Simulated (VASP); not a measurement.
# Ir (P6_2) in VASP: notebook

Runs on Ir. Level: PBE. Tasks: single point, relaxation of cell and atoms.

Program: VASP 6.6.1. These are calculated values, not measurements. Logs are shortened: lines on timing, memory, paths and dates and some standing lists are left out, and cuts for length are marked.

### 1 The cell of the first run

Symmetry: P6_2, No. 171, hexagonal system. Conventional cell: a = 6.494 Å, b = 6.494 Å, c = 2.696 Å, α = 90.00°, β = 90.00°, γ = 120.00°. Within 3.3 Å of Ir (site symmetry 1) lie 11 Ir at 2.52 to 3.11 Å.

### 2 Single point, PBE

Contents of INCAR:

```
ALGO = Normal
EDIFF = 1E-6
ENCUT = 520
GGA = PE
ISIF = 2
ISMEAR = 0
LASPH = T
LCHARG = T
LELF = T
LREAL = F
LVHAR = T
LWAVE = F
NBANDS = 36
NELM = 100
PREC = Accurate
SIGMA = 0.1
```

Contents of KPOINTS:

```
k-points
0
Gamma
  9 9 14
```

Contents of POSCAR:

```
Ir
1.0
    6.4943277087      0.0000000000      0.0000000000
   -3.2471638544      5.6242527762      0.0000000000
    0.0000000000      0.0000000000      2.6959932028
Ir
6
Direct
    0.1517864388      0.7372813033      0.8683100000
    0.2627186967      0.4145051355      0.5349766667
    0.4145051355      0.1517864388      0.2016433333
    0.5854948645      0.8482135612      0.2016433333
    0.7372813033      0.5854948645      0.5349766667
    0.8482135612      0.2627186967      0.8683100000
```

Potentials or basis: VASP PAW PBE potentials, release 64 (Ir).

Launch:

```console
$ cat potpaw_PBE.64/Ir/POTCAR > POTCAR
$ mpirun -np 1 vasp_std > vasp.out
```

OUTCAR:

```text
EDIFF = 1E-6
   ENCUT = 520
   GGA = PE
   ISIF = 2
   ISMEAR = 0
   LASPH = T
   LREAL = F
   NELM = 100
   PREC = Accurate

 ion  position               nearest neighbor table
   1  0.152  0.737  0.868-   3 2.52   5 2.52   4 2.69   2 2.69   6 2.70   3 2.97   5 2.97   4 3.11
                             2 3.11
   2  0.263  0.415  0.535-   6 2.52   3 2.52   1 2.69   4 2.69   5 2.70   3 2.97   6 2.97   4 3.11
                             1 3.11
   3  0.415  0.152  0.202-   1 2.52   2 2.52   6 2.69   5 2.69   4 2.70   2 2.97   1 2.97   5 3.11
                             6 3.11
   4  0.585  0.848  0.202-   6 2.52   5 2.52   1 2.69   2 2.69   3 2.70   5 2.97   6 2.97   2 3.11
                             1 3.11
   5  0.737  0.585  0.535-   1 2.52   4 2.52   6 2.69   3 2.69   2 2.70   4 2.97   1 2.97   3 3.11
                             6 3.11
   6  0.848  0.263  0.868-   4 2.52   2 2.52   3 2.69   5 2.69   1 2.70   4 2.97   2 2.97   3 3.11
                             5 3.11

  LATTYP: Found a hexagonal cell.
 ALAT       =     6.4943277087
 C/A-ratio  =     0.4151304529

  Lattice vectors:

 A1 = (   6.4943277087,   0.0000000000,   0.0000000000)
 A2 = (  -3.2471638544,   5.6242527762,   0.0000000000)
 A3 = (   0.0000000000,   0.0000000000,   2.6959932028)

Analysis of symmetry for initial positions (statically):
=====================================================================
 Subroutine PRICEL returns:
 Original cell was already a primitive cell.

 Routine SETGRP: Setting up the symmetry group for a
 hexagonal supercell.

 Subroutine GETGRP returns: Found  6 space group operations
 (whereof  2 operations were pure point group operations)
 out of a pool of 24 trial point group operations.

The static configuration has the point symmetry C_2 .
 The point group associated with its full space group is C_6 .

Analysis of symmetry for dynamics (positions and initial velocities):
=====================================================================
 Subroutine PRICEL returns:
 Original cell was already a primitive cell.

 Routine SETGRP: Setting up the symmetry group for a
 hexagonal supercell.

 Subroutine GETGRP returns: Found  6 space group operations
 (whereof  2 operations were pure point group operations)
 out of a pool of 24 trial point group operations.

The dynamic configuration has the point symmetry C_2 .
 The point group associated with its full space group is C_6 .

 Subroutine INISYM returns: Found  6 space group operations
 (whereof  2 operations are pure point group operations),
[... 101 lines left out ...]
   LASPH  =      T    aspherical Exc in radial PAW
   ENCUT  =  520.0 eV  38.22 Ry    6.18 a.u.  12.08 12.08  5.01*2*pi/ulx,y,z
   NELM   =    100;   NELMIN=  2; NELMDL= -5     # of ELM steps
   EDIFF  = 0.1E-05   stopping-criterion for ELM
   LREAL  =      F    real-space projection
   EDIFFG = 0.1E-04   stopping-criterion for IOM
   NSW    =      0    number of steps for IOM
   IBRION =     -1    ionic relax: 0-MD 1-quasi-New 2-CG
   NFREE  =      0    steps in history (QN), initial steepest desc. (CG)
   ISIF   =      2    stress and relaxation
   ISYM   =      2    0-nonsym 1-usesym 2-fastsym
   POTIM  = 0.5000    time-step for ionic-motion
   TEBEG  =    0.0;   TEEND  =   0.0 temperature during run
   PSTRESS=    0.0 pullay stress
   NELECT =      54.0000    total number of electrons
   NUPDOWN=      -1.0000    fix difference up-down
   EMIN   =  10.00;   EMAX   =-10.00  energy-range for DOS
   EFERMI =   0.00;   METHOD = LEGACY
   ISMEAR =     0;   SIGMA  =   0.10  broadening in eV -4-tet -1-fermi 0-gaus
   EFERMI_NEDOS =   21; number of points for ismear=-14 and -15
   IALGO  =     38    algorithm
   IMIX   =      4    mixing-type and parameters
     AMIX     =   0.40;   BMIX     =  1.00
     AMIX_MAG =   1.60;   BMIX_MAG =  1.00
  volume/ion in A,a.u.               =      16.41       110.75
  Fermi-wavevector in a.u.,A,eV,Ry     =   1.339986  2.532206 24.430097  1.795562
  Thomas-Fermi vector in A             =   2.468334
   LORBIT       =      0    0 simple, 1 ext, 2 COOP (PROOUT), +10 PAW based schemes
   GGA     = PE    functional components
   LHFCALC =     F    Hartree Fock is set to
   AEXX    =    0.0000 exact exchange contribution
   IVDW    =     0    specifies the selected vdW correction
   LEPSILON=     F    determine dielectric tensor
   LRPA    =     F    only Hartree local field effects (RPA)
 non-spin polarized calculation
 Gauss-broadening in eV      SIGMA  =   0.10
  energy-cutoff  :      520.00
  volume of cell :       98.47
 maximum number of plane-waves:      2676
   NGX = 25   NGY = 25   NGZ = 11

 number of electron      54.0000002 magnetization

 Free energy of the ion-electron system (eV)
  ---------------------------------------------------
  ext. energy  EPLUGINS =         0.00000000
  ---------------------------------------------------
  free energy    TOTEN  =       -49.33128621 eV

  energy without entropy =      -49.28479405  energy(sigma->0) =      -49.30804013

 E-fermi :   7.9710     XC(G=0): -12.9197

 val. band max:        7.9707410319   @ k =  -0.2222   0.3333  -0.3571
 cond. band min:       7.9728696577   @ k =   0.3333   0.1111   0.0000
 fundamental gap:      0.0021286258
 Fermi energy:         7.9710230323

 k-point     1 :       0.0000    0.0000    0.0000
  band No.  band energies     occupation
      1      -1.9087      2.00000
      2       1.3588      2.00000
      3       1.3588      2.00000
      4       1.5082      2.00000
      5       1.7742      2.00000
      6       1.7742      2.00000
[... 925 lines left out ...]
     35      10.3167      0.00000
     36      12.6053      0.00000

 [... further k-points ...]
[... 5 lines left out ...]
  --------------------------------------------------------------------------------------
  -------------------------------------------------------------------------------------
  Total        0.2490877      0.2490877      0.1506700      0.0000016      0.0000000      0.0000000
  in kB        4.0527051      4.0527051      2.4514301      0.0000268      0.0000000      0.0000000
  external PRESSURE =       3.5189468 kB  Pullay stress =       0.0000000 kB

 VOLUME and BASIS-vectors are now :
 -----------------------------------------------------------------------------
  energy-cutoff  :      520.00
  volume of cell :       98.47
      direct lattice vectors                 reciprocal lattice vectors
     6.494327709  0.000000000  0.000000000     0.153980527  0.088900698  0.000000000
    -3.247163854  5.624252776  0.000000000     0.000000000  0.177801397  0.000000000
     0.000000000  0.000000000  2.695993203     0.000000000  0.000000000  0.370920816

 POSITION                                       TOTAL-FORCE (eV/Angst)
 -----------------------------------------------------------------------------------
     -1.40832      4.14666      2.34096        -0.001918      0.002488      0.000000
      0.36022      2.33128      1.44229        -0.001196     -0.002905     -0.000000
      2.19906      0.85369      0.54363        -0.003114     -0.000417      0.000000
      1.04811      4.77057      0.54363         0.003114      0.000417      0.000000
      2.88695      3.29297      1.44229         0.001196      0.002905      0.000000
      4.65549      1.47760      2.34096         0.001918     -0.002488     -0.000000
 -----------------------------------------------------------------------------------
    total drift:                                0.000000      0.000000      0.000062

  FREE ENERGIE OF THE ION-ELECTRON SYSTEM (eV)
  ---------------------------------------------------
  free  energy   TOTEN  =       -49.3312862063 eV

  energy  without entropy=      -49.2847940488  energy(sigma->0) =      -49.30804013
```

OSZICAR:

```text
N       E                     dE             d eps       ncg     rms          rms(c)
DAV:   1     0.576336870118E+03    0.57634E+03   -0.23917E+04  8640   0.148E+03
DAV:   2    -0.144130190896E+02   -0.59075E+03   -0.56478E+03  8660   0.451E+02
DAV:   3    -0.505368143740E+02   -0.36124E+02   -0.32369E+02 10600   0.114E+02
DAV:   4    -0.522924581686E+02   -0.17556E+01   -0.17063E+01 10008   0.268E+01
DAV:   5    -0.523384872833E+02   -0.46029E-01   -0.45908E-01  9992   0.343E+00    0.316E+01
DAV:   6    -0.497419752539E+02    0.25965E+01   -0.52382E+00  9928   0.186E+01    0.135E+01
DAV:   7    -0.493642113402E+02    0.37776E+00   -0.13585E+00 11612   0.885E+00    0.386E+00
DAV:   8    -0.493328873046E+02    0.31324E-01   -0.69920E-02  9020   0.202E+00    0.109E+00
DAV:   9    -0.493312110070E+02    0.16763E-02   -0.28196E-03  9468   0.314E-01    0.989E-02
DAV:  10    -0.493312706575E+02   -0.59650E-04   -0.20079E-04 10212   0.902E-02    0.281E-02
DAV:  11    -0.493312863914E+02   -0.15734E-04   -0.10424E-05  9828   0.188E-02    0.110E-02
DAV:  12    -0.493312862063E+02    0.18510E-06   -0.87414E-07  5016   0.520E-03
   1 F= -.49331286E+02 E0= -.49308040E+02  d E =-.464922E-01
```

stdout:

```text
POSCAR found type information on POSCAR Ir
 POSCAR found :  1 types and       6 ions
 scaLAPACK will be used
 LDA part: xc-table for (Slater+PW92), standard interpolation
 POSCAR, INCAR and KPOINTS ok, starting setup
 FFT: planning ... GRIDC
 FFT: planning ... GRID_SOFT
 FFT: planning ... GRID
 WAVECAR not read
 entering main loop
```

Wall time 3.1 min (1 thread of Intel Xeon Platinum 8488C (Sapphire Rapids), shared host); peak memory 0.41 GiB.

Results:

```
Free energy            : -49.3313 eV
Pressure               : 0.4 GPa
Largest force          : 0.003 eV/Å
Band gap on the k mesh : zero (band 27 reaches 9.04 eV, above the bottom of band 28 at 7.53 eV)
```

Forces on the atoms (eV/Å):
```
Ir  -0.002  0.002  0.000
Ir  -0.001 -0.003  0.000
Ir  -0.003  0.000  0.000
Ir   0.003  0.000  0.000
Ir   0.001  0.003  0.000
Ir   0.002 -0.002  0.000
```

Stress tensor (GPa, compression positive):
```
0.41 0.00 0.00
0.00 0.41 0.00
0.00 0.00 0.25
```

Caveat: spin-orbit coupling is left out, which moves the levels of the heavy elements.

(Continued in part 2 of 3.)
